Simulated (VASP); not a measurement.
Crystal: Pt3Br2.

```
CELL_PARAMETERS angstrom
4.23859 0.00000 0.00000
-2.11930 3.67073 0.00000
0.00000 0.00000 6.59456
ATOMIC_POSITIONS crystal
Pt 0.00000 0.00000 0.00000
Pt 0.33333 0.66667 0.64500
Pt 0.66667 0.33333 0.35500
Br 0.33333 0.66667 0.24500
Br 0.66667 0.33333 0.75500
```

- Program: VASP 6.6.1
- Task: relaxation of cell and atoms
- Functional: PBE
- Potentials or basis: VASP PAW PBE potentials, release 64 (Pt, Br)
- Cutoff: 600 eV
- k mesh: 6 × 6 × 4
- Occupations: gaussian, width 0.1 eV
- Spin: no spin polarisation

At the start: pressure 2.3 GPa; volume 20.52 Å³/atom.

Where does the relaxation end?

Over 39 steps the energy falls by 401.6 meV/atom and the volume is 23.41 Å³/atom (+14.1 %); space group P-3m1 (No. 164, to 0.1 Å) before and after.

The path:
| step | energy change (eV) | largest force (eV/Å) | pressure (GPa) | volume (Å³) |
| --- | --- | --- | --- | --- |
| 1 | 0.0000 | 1.5185 | 2.35 | 102.60 |
| 2 | -0.2019 | 1.0108 | -3.13 | 107.11 |
| 3 | -0.2167 | 0.8476 | -4.67 | 108.75 |
| 4 | -0.3790 | 0.8010 | -4.31 | 106.61 |
| 5 | -0.7101 | 0.5836 | -1.71 | 100.24 |
| 6 | -0.7204 | 0.6084 | 0.76 | 97.15 |
| 7 | -0.7326 | 0.5986 | -0.43 | 98.50 |
| 8 | -0.7669 | 0.5543 | 0.30 | 97.83 |
| 9 | -0.8425 | 0.2591 | 3.05 | 95.83 |
| 10 | -0.7168 | 0.7769 | 11.70 | 91.81 |
| 11 | -0.8533 | 0.3159 | 4.40 | 95.04 |
| 12 | -0.8631 | 0.3191 | 4.39 | 95.12 |
| 13 | -0.8913 | 0.3280 | 4.38 | 95.36 |
| 14 | -0.9424 | 0.3412 | 4.48 | 95.83 |
| 15 | -1.0282 | 0.3614 | 5.17 | 96.71 |
| 16 | -1.1476 | 0.6317 | 8.39 | 98.25 |
| 17 | -0.6440 | 2.3954 | 20.19 | 100.51 |
| 18 | -1.1561 | 0.6118 | 10.65 | 98.72 |
| 19 | -1.0682 | 1.5772 | 14.94 | 99.71 |
| 20 | -1.1592 | 0.8879 | 12.14 | 99.10 |
| 21 | -1.2010 | 0.9635 | 11.83 | 99.84 |
| 22 | -1.2878 | 1.2468 | 11.15 | 102.07 |
| 23 | -1.2840 | 1.7328 | 10.73 | 106.47 |
| 24 | -1.3073 | 1.6181 | 10.83 | 104.89 |
| 25 | -1.3955 | 1.4703 | 9.16 | 106.12 |
| 26 | -1.5863 | 1.0514 | 4.78 | 109.85 |
| 27 | -1.6820 | 0.5267 | -1.86 | 117.59 |
| 28 | -1.6899 | 0.5170 | -0.71 | 115.98 |
| 29 | -1.7061 | 0.5100 | -0.75 | 116.02 |
| 30 | -1.7548 | 0.4727 | -0.79 | 116.13 |
| 31 | -1.8452 | 0.3661 | -0.80 | 116.31 |
| 32 | -1.9694 | 0.0598 | -0.53 | 116.52 |
| 33 | -1.8836 | 0.8538 | 0.78 | 116.36 |
| 34 | -1.9884 | 0.2468 | -0.22 | 116.55 |
| 35 | -1.9890 | 0.2074 | -0.27 | 116.55 |
| 36 | -1.9992 | 0.1983 | 0.48 | 115.95 |
| 37 | -2.0005 | 0.1943 | 0.89 | 115.65 |
| 38 | -2.0069 | 0.0944 | 0.33 | 116.51 |
| 39 | -2.0082 | 0.0323 | -0.01 | 117.07 |

Final structure:
```
Pt Br
1.0
     3.97702    0.00000    0.00000
    -1.98851    3.44420    0.00000
     0.00000    0.00000    8.54700
Pt Br
3 2
Direct
  0.00000 0.00000 0.00000
  0.33333 0.66667 0.55310
  0.66667 0.33333 0.44690
  0.33333 0.66667 0.16056
  0.66667 0.33333 0.83944
```

Caveat: a cell axis changed by over 15 % at a fixed basis, so the end point is rough.
